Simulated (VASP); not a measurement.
# Al12N in VASP: single point with LDA

Aim: the single point of Al12N with LDA.

All numbers are computed with VASP 6.6.1; they aren't measurements. Logs are shortened: lines on timing, memory, paths and dates and some standing lists are left out, and cuts for length are marked.

### Step 1. The cell of the first run

The cell holds a slab with vacuum, 13 atoms: a = 5.634 Å, b = 5.634 Å, c = 20.032 Å, α = 90.00°, β = 90.00°, γ = 120.00°.

### Step 2. Single point, LDA

Input file INCAR:

```
SYSTEM = Al12N
PREC     = Accurate       ! precision mode
ENCUT    = 910            ! plane-wave cutoff, eV
EDIFF    = 1E-6           ! SCF threshold, eV
ISMEAR   = 0              ! smearing method
SIGMA    = 0.1            ! smearing width, eV
LREAL    = .False.        ! projectors in reciprocal space
LASPH    = .True.         ! aspherical terms in the spheres
NELM     = 120            ! most SCF steps
ALGO     = Normal         ! electronic algorithm
ISIF     = 2              ! what is computed and relaxed
LWAVE    = .False.        ! write WAVECAR
LCHARG   = .False.        ! write CHGCAR
LDIPOL   = .True.       
IDIPOL   = 3            
DIPOL    = 0.5 0.5 0.328
GGA      = CA             ! functional
NBANDS   = 32             ! bands
GGA_COMPAT= .False.      
NELMDL   = -8
```

Input file KPOINTS:

```
Automatic mesh
0
Gamma
  6 6 1
  0 0 0
```

Input file POSCAR:

```
Al12N
1.0
    5.6336864727      0.0000000000      0.0000000000
   -2.8168432363      4.8789156023      0.0000000000
    0.0000000000      0.0000000000     20.0321727095
Al N
12 1
Direct
    0.3333333333      0.1666666667      0.1996787896
    0.3333333333      0.6666666667      0.1996787896
    0.8333333333      0.1666666667      0.1996787896
    0.8333333333      0.6666666667      0.1996787896
    0.1666666667      0.3333333333      0.3128097176
    0.1666666667      0.8333333333      0.3128097176
    0.6666666667      0.3333333333      0.3128097176
    0.6666666667      0.8333333333      0.3128097176
    0.0000000000      0.0000000000      0.4259234799
    0.0000000000      0.5000000000      0.4259234799
    0.5000000000      0.0000000000      0.4259234799
    0.5000000000      0.5000000000      0.4259234799
    0.0000000000      0.0000000000      0.5124080965
```

Potentials or basis: VASP PAW LDA potentials, release 64 (Al, N_h).

Started as:

```console
$ cat potpaw_LDA.64/Al/POTCAR potpaw_LDA.64/N_h/POTCAR > POTCAR
$ mpirun -np 1 vasp_std > vasp.out
```

OUTCAR:

```text
SYSTEM = Al12N
   PREC = Accurate
   ENCUT = 910
   EDIFF = 1E-6
   ISMEAR = 0
   LREAL = .False.
   LASPH = .True.
   NELM = 120
   ISIF = 2
   GGA = CA
   NELMDL = -8

 ion  position               nearest neighbor table
   1  0.333  0.167  0.200-   5 2.79   6 2.79   7 2.79   2 2.82   2 2.82   3 2.82   3 2.82   4 2.82
                             4 2.82
   2  0.333  0.667  0.200-   6 2.79   5 2.79   8 2.79   1 2.82   1 2.82   4 2.82   4 2.82   3 2.82
                             3 2.82
   3  0.833  0.167  0.200-   7 2.79   8 2.79   5 2.79   4 2.82   4 2.82   1 2.82   1 2.82   2 2.82
                             2 2.82
   4  0.833  0.667  0.200-   8 2.79   7 2.79   6 2.79   3 2.82   3 2.82   2 2.82   2 2.82   1 2.82
                             1 2.82
   5  0.167  0.333  0.313-   9 2.79  12 2.79  10 2.79   1 2.79   2 2.79   3 2.79   6 2.82   6 2.82
                             7 2.82   7 2.82   8 2.82   8 2.82
   6  0.167  0.833  0.313-  10 2.79  11 2.79   9 2.79   2 2.79   1 2.79   4 2.79   5 2.82   5 2.82
                             8 2.82   8 2.82   7 2.82   7 2.82
   7  0.667  0.333  0.313-  11 2.79  10 2.79  12 2.79   3 2.79   4 2.79   1 2.79   8 2.82   8 2.82
                             5 2.82   5 2.82   6 2.82   6 2.82
   8  0.667  0.833  0.313-  12 2.79   9 2.79  11 2.79   4 2.79   3 2.79   2 2.79   7 2.82   7 2.82
                             6 2.82   6 2.82   5 2.82   5 2.82
   9  0.000  0.000  0.426-  13 1.73   5 2.79   8 2.79   6 2.79  10 2.82  10 2.82  11 2.82  11 2.82
                            12 2.82  12 2.82
  10  0.000  0.500  0.426-   6 2.79   7 2.79   5 2.79   9 2.82   9 2.82  12 2.82  12 2.82  11 2.82
                            11 2.82
  11  0.500  0.000  0.426-   7 2.79   6 2.79   8 2.79  12 2.82  12 2.82   9 2.82   9 2.82  10 2.82
                            10 2.82
  12  0.500  0.500  0.426-   8 2.79   5 2.79   7 2.79  11 2.82  11 2.82  10 2.82  10 2.82   9 2.82
                             9 2.82
  13  0.000  0.000  0.512-   9 1.73

  LATTYP: Found a hexagonal cell.
 ALAT       =     5.6336864727
 C/A-ratio  =     3.5557840868

  Lattice vectors:

 A1 = (   5.6336864727,   0.0000000000,   0.0000000000)
 A2 = (  -2.8168432363,   4.8789156023,   0.0000000000)
 A3 = (   0.0000000000,   0.0000000000,  20.0321727095)

Analysis of symmetry for initial positions (statically):
=====================================================================
 Subroutine PRICEL returns:
 Original cell was already a primitive cell.

 Routine SETGRP: Setting up the symmetry group for a
 hexagonal supercell.

 Subroutine GETGRP returns: Found  6 space group operations
 (whereof  6 operations were pure point group operations)
 out of a pool of 24 trial point group operations.

The static configuration has the point symmetry C_3v.

Analysis of symmetry for dynamics (positions and initial velocities):
=====================================================================
 Subroutine PRICEL returns:
 Original cell was already a primitive cell.

 Routine SETGRP: Setting up the symmetry group for a
 hexagonal supercell.

 Subroutine GETGRP returns: Found  6 space group operations
 (whereof  6 operations were pure point group operations)
 out of a pool of 24 trial point group operations.

The dynamic configuration has the point symmetry C_3v.

 Subroutine INISYM returns: Found  6 space group operations
 (whereof  6 operations are pure point group operations),
 and found     1 'primitive' translations

----------------------------------------------------------------------------------------

                                     Primitive cell

  volume of cell :     550.6099

  direct lattice vectors                    reciprocal lattice vectors
     5.633686473  0.000000000  0.000000000     0.177503666  0.102481789  0.000000000
    -2.816843236  4.878915602  0.000000000     0.000000000  0.204963578  0.000000000
     0.000000000  0.000000000 20.032172709     0.000000000  0.000000000  0.049919697

  length of vectors
     5.633686473  5.633686473 20.032172709     0.204963578  0.204963578  0.049919697

  position of ions in fractional coordinates (direct lattice)
     0.333333333  0.166666667  0.199678790
     0.333333333  0.666666667  0.199678790
     0.833333333  0.166666667  0.199678790
     0.833333333  0.666666667  0.199678790
     0.166666667  0.333333333  0.312809718
     0.166666667  0.833333333  0.312809718
     0.666666667  0.333333333  0.312809718
[... 43 lines left out ...]

 Subroutine IBZKPT returns following result:
 ===========================================

 Found      7 irreducible k-points:

 Following reciprocal coordinates:
            Coordinates               Weight
  0.000000  0.000000  0.000000      1.000000
  0.166667 -0.000000  0.000000      6.000000
  0.333333 -0.000000  0.000000      6.000000
  0.500000 -0.000000  0.000000      3.000000
  0.166667  0.166667  0.000000      6.000000
  0.333333  0.166667  0.000000     12.000000
  0.333333  0.333333  0.000000      2.000000
   k-points           NKPTS =      7   k-points in BZ     NKDIM =      7   number of bands    NBANDS=     32
   number of dos      NEDOS =    301   number of ions     NIONS =     13
   total plane-waves  NPLWV = 627200
   dimension x,y,z NGX =    56 NGY =   56 NGZ =  200
   dimension x,y,z NGXF=   112 NGYF=  112 NGZF=  400
   ions per type =              12   1
   NGX,Y,Z   is equivalent  to a cutoff of  16.53, 16.53, 16.60 a.u.
   NGXF,Y,Z  is equivalent  to a cutoff of  33.05, 33.05, 33.20 a.u.
 SYSTEM =  Al12N
   PREC   = accura    normal or accurate (medium, high low for compatibility)
   ISTART =      0    job   : 0-new  1-cont  2-samecut
   ICHARG =      2    charge: 1-file 2-atom 10-const
   ISPIN  =      1    spin polarized calculation?
   LNONCOLLINEAR =      F non collinear calculations
   LSORBIT =      F    spin-orbit coupling
   LASPH  =      T    aspherical Exc in radial PAW
   ENCUT  =  910.0 eV  66.88 Ry    8.18 a.u.  13.86 13.86 49.27*2*pi/ulx,y,z
   NELM   =    120;   NELMIN=  2; NELMDL= -8     # of ELM steps
   EDIFF  = 0.1E-05   stopping-criterion for ELM
   LREAL  =      F    real-space projection
   EDIFFG = 0.1E-04   stopping-criterion for IOM
   NSW    =      0    number of steps for IOM
   IBRION =     -1    ionic relax: 0-MD 1-quasi-New 2-CG
   NFREE  =      0    steps in history (QN), initial steepest desc. (CG)
   ISIF   =      2    stress and relaxation
   ISYM   =      2    0-nonsym 1-usesym 2-fastsym
   POTIM  = 0.5000    time-step for ionic-motion
   TEBEG  =    0.0;   TEEND  =   0.0 temperature during run
   PSTRESS=    0.0 pullay stress
   NELECT =      41.0000    total number of electrons
   NUPDOWN=      -1.0000    fix difference up-down
   EMIN   =  10.00;   EMAX   =-10.00  energy-range for DOS
   EFERMI =   0.00;   METHOD = LEGACY
   ISMEAR =     0;   SIGMA  =   0.10  broadening in eV -4-tet -1-fermi 0-gaus
   EFERMI_NEDOS =   21; number of points for ismear=-14 and -15
   IALGO  =     38    algorithm
   IMIX   =      4    mixing-type and parameters
     AMIX     =   0.40;   BMIX     =  1.00
     AMIX_MAG =   1.60;   BMIX_MAG =  1.00
  volume/ion in A,a.u.               =      42.35       285.82
  Fermi-wavevector in a.u.,A,eV,Ry     =   0.688739  1.301528  6.454082  0.474362
  Thomas-Fermi vector in A             =   1.769625
   LORBIT       =      0    0 simple, 1 ext, 2 COOP (PROOUT), +10 PAW based schemes
   GGA     = CA    functional components
   LHFCALC =     F    Hartree Fock is set to
   AEXX    =    0.0000 exact exchange contribution
   IVDW    =     0    specifies the selected vdW correction
   LEPSILON=     F    determine dielectric tensor
   LRPA    =     F    only Hartree local field effects (RPA)
 non-spin polarized calculation
 Gauss-broadening in eV      SIGMA  =   0.10
  energy-cutoff  :      910.00
  volume of cell :      550.61
 maximum number of plane-waves:     34374
 NGX is ok and might be reduce to    56
   NGX = 27   NGY = 27   NGZ = 99

 dipolmoment           0.000000      0.000000     -0.113020 electrons x Angstroem

 number of electron      41.0000000 magnetization

 dipolmoment           0.000000      0.000000      0.385589 electrons x Angstroem

 Free energy of the ion-electron system (eV)
  ---------------------------------------------------
  ext. energy  EPLUGINS =         0.00000000
  ---------------------------------------------------
  free energy    TOTEN  =       -52.80743358 eV

  energy without entropy =      -52.77152735  energy(sigma->0) =      -52.78948047

 E-fermi :  -0.4720     XC(G=0):  -4.7256

 val. band max:       -0.5337592507   @ k =   0.1667  -0.0000   0.0000
 cond. band min:      -0.4574221064   @ k =   0.3333   0.1667   0.0000
 fundamental gap:      0.0763371443
 Fermi energy:        -0.4719643559

 k-point     1 :       0.0000    0.0000    0.0000
  band No.  band energies     occupation
      1     -12.8443      2.00000
      2     -11.2533      2.00000
      3      -9.3690      2.00000
      4      -6.4818      2.00000
      5      -5.3384      2.00000
      6      -5.3384      2.00000
[... 234 lines left out ...]
     31       2.7459      0.00000
     32       3.0059      0.00000

------------------------ aborting loop because EDIFF is reached ----------------------------------------

 vacuum level on the upper side and lower side of the slab       (xc-potential included)         1.204        -1.257

  FORCE on cell =-STRESS in cart. coord.  units (eV):
  Direction    XX          YY          ZZ          XY          YZ          ZX
  --------------------------------------------------------------------------------------
  -------------------------------------------------------------------------------------
  Total       -4.2454294     -4.2454294      1.9654338     -0.0000000      0.0000000     -0.0000000
  in kB      -12.3534473    -12.3534473      5.7190641     -0.0000000      0.0000000     -0.0000000
  external PRESSURE =      -6.3292768 kB  Pullay stress =       0.0000000 kB

 VOLUME and BASIS-vectors are now :
 -----------------------------------------------------------------------------
  energy-cutoff  :      910.00
  volume of cell :      550.61
      direct lattice vectors                 reciprocal lattice vectors
     5.633686473  0.000000000  0.000000000     0.177503666  0.102481789  0.000000000
    -2.816843236  4.878915602  0.000000000     0.000000000  0.204963578  0.000000000
     0.000000000  0.000000000 20.032172709     0.000000000  0.000000000  0.049919697

 POSITION                                       TOTAL-FORCE (eV/Angst)
 -----------------------------------------------------------------------------------
      1.40842      0.81315      4.00000         0.000672      0.000388     -0.141212
     -0.00000      3.25261      4.00000         0.000000     -0.000000     -0.111327
      4.22526      0.81315      4.00000        -0.000672      0.000388     -0.141212
      2.81684      3.25261      4.00000        -0.000000     -0.000776     -0.141212
      0.00000      1.62631      6.26626        -0.000000     -0.087052      0.101211
     -1.40842      4.06576      6.26626        -0.075389      0.043526      0.101211
      2.81684      1.62631      6.26626         0.000000     -0.000000     -0.015990
      1.40842      4.06576      6.26626         0.075389      0.043526      0.101211
      0.00000      0.00000      8.53217         0.000000     -0.000000     -1.103796
     -1.40842      2.43946      8.53217         0.118711      0.068538      0.411387
      2.81684      0.00000      8.53217        -0.000000     -0.137075      0.411387
      1.40842      2.43946      8.53217        -0.118711      0.068538      0.411387
      0.00000      0.00000     10.26465         0.000000     -0.000000      0.116955
 -----------------------------------------------------------------------------------
    total drift:                                0.000000      0.000000      0.000043

  FREE ENERGIE OF THE ION-ELECTRON SYSTEM (eV)
  ---------------------------------------------------
  free  energy   TOTEN  =       -52.8074335848 eV

  energy  without entropy=      -52.7715273510  energy(sigma->0) =      -52.78948047

 vacuum level on the upper side and lower side of the slab         6.088         3.540
```

It took 21 min on 1 thread of Intel Xeon Platinum 8375C at 2.90GHz (Ice Lake), shared host; peak memory 0.86 GiB.

What came out:

| Item | Value |
| --- | --- |
| Free energy | -52.8074 eV |
| Largest force | 1.104 eV/Å |
| Band gap on the k mesh | zero (an odd number of electrons rules out a gap without spin polarisation) |

Forces on the atoms (eV/Å):
```
Al   0.001  0.000 -0.141
Al   0.000  0.000 -0.111
Al  -0.001  0.000 -0.141
Al   0.000 -0.001 -0.141
Al   0.000 -0.087  0.101
Al  -0.075  0.044  0.101
Al   0.000  0.000 -0.016
Al   0.075  0.044  0.101
Al   0.000  0.000 -1.104
Al   0.119  0.069  0.411
Al   0.000 -0.137  0.411
Al  -0.119  0.069  0.411
N    0.000  0.000  0.117
```

Caveat: the cutoff is under 1.25 times the usual one of these potentials, so pressure, stress and relaxed cells hold a basis-set (Pulay) error.
